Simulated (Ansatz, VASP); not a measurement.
## One calculation of Au, two programs

```
Au
1.0
     0.00000    3.08188    3.08188
     3.08188    0.00000    3.08188
     3.08188    3.08188    0.00000
Au
2
Cartesian
  0.0000 0.0000 0.0000
  1.5409 1.5409 1.5409
```

Alike in both runs: functional PBE; k mesh 16 × 16 × 16; occupations gaussian, width 0.1 eV; no spin polarisation.

Ansatz relaxed the structure, and its values are those at the end. VASP's run is a single point on that final structure, the one shown.

|  | VASP | Ansatz |
| --- | --- | --- |
| version | VASP 6.6.1 | Ansatz 0.2.0 |
| potentials or method | VASP PAW PBE potentials, release 64 (Au), cutoff 520 eV | scalar-relativistic, plane waves, PAW |
| valence electrons in the cell | 22 | 38 |

|  | VASP | Ansatz | Ansatz less VASP |
| --- | --- | --- | --- |
| gap on the k mesh at the Fermi level (eV) | none | none | - |
| pressure (GPa) | -0.1 | 0.0 | +0.10 |

A gap of «none» marks a metal or a gap that the smearing closes. VASP's potentials hold 22 valence electrons a cell and Ansatz's 38, so a difference there can come from the potentials and not from the codes.

Neither program's run includes spin-orbit coupling.
